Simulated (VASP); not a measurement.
Here is a VASP 6.6.1 calculation.

File INCAR:

```
  PREC = Accurate
  ENCUT = 520
  EDIFF = 1E-6
  ISMEAR = 0
  SIGMA = 0.01
  LREAL = False
  LASPH = True
  NELM = 80
  ALGO = Normal
  ISIF = 2
  LWAVE = False
  LCHARG = False
  GGA = PS
  NBANDS = 16
```

File KPOINTS:

```
Automatic mesh
0
Gamma
  2 2 2
```

File POSCAR:

```
CdTe
1.0
    0.0000000000      3.2050000000      3.2050000000
    3.2050000000      0.0000000000      3.2050000000
    3.2050000000      3.2050000000      0.0000000000
Cd Te
1 1
Direct
    0.0000000000      0.0000000000      0.0000000000
    0.2500000000      0.2500000000      0.2500000000
```

Potentials or basis: VASP PAW PBE potentials, release 64 (Cd, Te).

Run with:

```sh
$ cat potpaw_PBE.64/Cd/POTCAR potpaw_PBE.64/Te/POTCAR > POTCAR
$ mpirun -np 1 vasp_std > vasp.out
```

Question: Predict the pressure.

Answer: 5.9 GPa.

Question: Predict the band gap on the k mesh.

Answer: 0.64 eV, direct.

Caveat: the k points lie up to 0.85 Å⁻¹ apart; the PAW data sets were made with another functional, which shifts forces and pressure a little; spin-orbit coupling is left out, which moves the levels of the heavy elements. PBEsol gaps usually lie below the measured ones, often by a third to a half.
